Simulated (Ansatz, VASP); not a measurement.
## Two plane-wave programs on Al2B2As

```
Al B As
1.0
     2.77195    0.00000    0.00000
     0.00000    2.77195    0.00000
     0.00000    0.00000    8.93100
Al B As
2 2 1
Direct
  0.50000 0.50000 0.74167
  0.50000 0.50000 0.25833
  0.00000 0.00000 0.50000
  0.50000 0.50000 0.50000
  0.00000 0.00000 0.00000
```

Alike in both runs: functional PBE; k mesh 6 × 6 × 4; occupations gaussian, width 0.1 eV; no spin polarisation.

Ansatz relaxed the structure, and its values are those at the end. VASP's run is a single point on that final structure, the one shown.

|  | VASP | Ansatz |
| --- | --- | --- |
| version | VASP 6.6.1 | Ansatz 0.2.0 |
| potentials or method | VASP PAW PBE potentials, release 64 (Al, B, As), cutoff 520 eV | scalar-relativistic, plane waves, PAW |
| valence electrons in the cell | 17 | 27 |

|  | VASP | Ansatz | Ansatz less VASP |
| --- | --- | --- | --- |
| gap on the k mesh at the Fermi level (eV) | none | none | - |
| pressure (GPa) | -0.3 | -0.3 | -0.04 |

A gap of «none» marks a metal or a gap that the smearing closes. With one functional, cell and mesh, what is left measures potentials, basis and numerics. VASP's potentials hold 17 valence electrons a cell and Ansatz's 27, so a difference there can come from the potentials and not from the codes.

The k mesh is coarse, so the values compare programs but aren't converged.
